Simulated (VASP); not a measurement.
Input of a VASP 6.6.1 run:

POSCAR

```
ZnS
1.0
    3.8093252807      0.0602328843     -0.0111307360
   -1.8524994324      3.2668539584      0.0335715773
   -0.0182075651      0.0528995144      6.2243244535
Zn S
2 2
Direct
    0.3914293758      0.6811787427     -0.0119964739
    0.6267969589      0.3194236276      0.4933110722
    0.3036895058      0.6728523402      0.3908897087
    0.6780841596      0.3265452895      0.8977956930
```

The input INCAR.step1:

```
PREC     = Accurate       # precision mode
ENCUT    = 520            # plane-wave cutoff, eV
ISMEAR   = 0              # smearing method
SIGMA    = 0.05           # smearing width, eV
LREAL    = False          # projectors in reciprocal space
LASPH    = True           # aspherical terms in the spheres
NELM     = 80             # most SCF steps
NBANDS   = 26             # bands
GGA      = PE             # functional
ALGO     = Normal         # electronic algorithm
EDIFF    = 1E-4           # SCF threshold, eV
LWAVE    = True           # write WAVECAR
LCHARG   = False          # write CHGCAR
```

INCAR.step2

```
PREC     = Accurate       # precision mode
ENCUT    = 520            # plane-wave cutoff, eV
EDIFF    = 1E-6           # SCF threshold, eV
ISMEAR   = 0              # smearing method
SIGMA    = 0.05           # smearing width, eV
LREAL    = False          # projectors in reciprocal space
LASPH    = True           # aspherical terms in the spheres
NELM     = 80             # most SCF steps
ALGO     = Normal         # electronic algorithm
ISIF     = 2              # what is computed and relaxed
LWAVE    = False          # write WAVECAR
LCHARG   = True           # write CHGCAR
METAGGA  = R2SCAN         # meta-GGA
LMIXTAU  = True         
LELF     = True           # ELF
LVHAR    = True         
NBANDS   = 26             # bands
ISTART   = 1
```

File KPOINTS:

```
Automatic mesh
0
Gamma
  6 6 4
```

Potentials or basis: VASP PAW PBE potentials, release 64 (Zn, S).

Command:

```bash
$ cat potpaw_PBE.64/Zn/POTCAR potpaw_PBE.64/S/POTCAR > POTCAR
$ cp INCAR.step1 INCAR
$ mpirun -np 1 vasp_std > vasp.out
$ cp INCAR.step2 INCAR
$ mpirun -np 1 vasp_std > vasp.out
```

Q: Estimate the largest force.

A: 1.630 eV/Å.

Q: What does it give for the pressure?

A: 2.2 GPa.

Forces on the atoms (eV/Å):
```
Zn  -1.219 -0.451  0.983
Zn   0.261  0.450  0.612
S   -0.046 -0.468 -0.536
S    1.004  0.470 -1.059
```

Caveat: the cell differs from its parent crystal (atoms moved at random and the cell strained at random); the stress differs along the axes, from -2 to 6 GPa; the PAW data sets were made with another functional, which shifts forces and pressure a little.
